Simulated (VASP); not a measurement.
A run of VASP 6.6.1:

The input INCAR:

```
SYSTEM = LiF
PREC = Accurate ; ENCUT = 520
EDIFF = 1E-6 ; ISMEAR = 0
SIGMA = 0.05 ; LREAL = .FALSE.
LASPH = .TRUE. ; NELM = 100
ALGO = Normal ; ISIF = 2
LWAVE = .FALSE. ; LCHARG = .TRUE.
GGA = PE ; LELF = .TRUE.
LVHAR = .TRUE. ; NBANDS = 12
```

KPOINTS

```
regular mesh
0
G
  10 10 10
  0 0 0
```

Contents of POSCAR:

```
LiF
1.0
    0.0000000000      1.8528800000      1.9334400000
    1.8528800000      0.0000000000      1.9334400000
    1.8528800000      1.8528800000      0.0000000000
Li F
1 1
Direct
    0.0000000000      0.0000000000      0.0000000000
    0.5000000000      0.5000000000      0.5000000000
```

Potentials or basis: VASP PAW PBE potentials, release 64 (Li_sv, F).

Launch:

```bash
$ cat potpaw_PBE.64/Li_sv/POTCAR potpaw_PBE.64/F/POTCAR > POTCAR
$ mpirun -np 1 vasp_std > vasp.out
```

Hardware: 1 thread of AMD EPYC 7R13 Processor (Zen 3) (shared host).

Problem. How long does it take, and how much memory?

Solution. Run time: 12 s on 1 thread of AMD EPYC 7R13 Processor (Zen 3), with other jobs on the host, peak memory 0.09 GiB. Counts: scf iterations 12, k points 102.
